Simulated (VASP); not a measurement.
A run of VASP 6.6.1 is set up as follows.

The input INCAR:

```
ALGO = Normal
EDIFF = 1E-6
ENCUT = 820
GGA_COMPAT = F
ISIF = 2
ISMEAR = 0
LASPH = T
LCHARG = F
LREAL = F
LWAVE = F
NBANDS = 39
NELM = 120
PREC = Accurate
SIGMA = 0.01
```

File KPOINTS:

```
k-points
0
Gamma
  10 10 10
```

File POSCAR:

```
Cu3N
1.0
    3.7209142367      0.0000000000      0.0000000000
    0.0000000000      3.7209142367      0.0000000000
    0.0000000000      0.0000000000      3.7209142367
Cu N
3 1
Direct
    0.5000000000      0.0000000000      0.0000000000
    0.0000000000      0.5000000000      0.0000000000
    0.0000000000      0.0000000000      0.5000000000
    0.0000000000      0.0000000000      0.0000000000
```

Potentials or basis: VASP PAW LDA potentials, release 64 (Cu_sv_GW, N).

Run with:

```console
$ cat potpaw_LDA.64/Cu_sv_GW/POTCAR potpaw_LDA.64/N/POTCAR > POTCAR
$ mpirun -np 1 vasp_std > vasp.out
```

Q: Estimate the band gap on the k mesh.

A: Zero (bands 31 and 32 overlap by 0.05 eV).

Q: Predict the pressure.

A: -0.2 GPa.

Caveat: semilocal functionals underestimate gaps, and a narrow one can read as zero. With open d or f shells a metallic result of LDA can be an artefact of self-interaction; +U or a hybrid may open a gap.
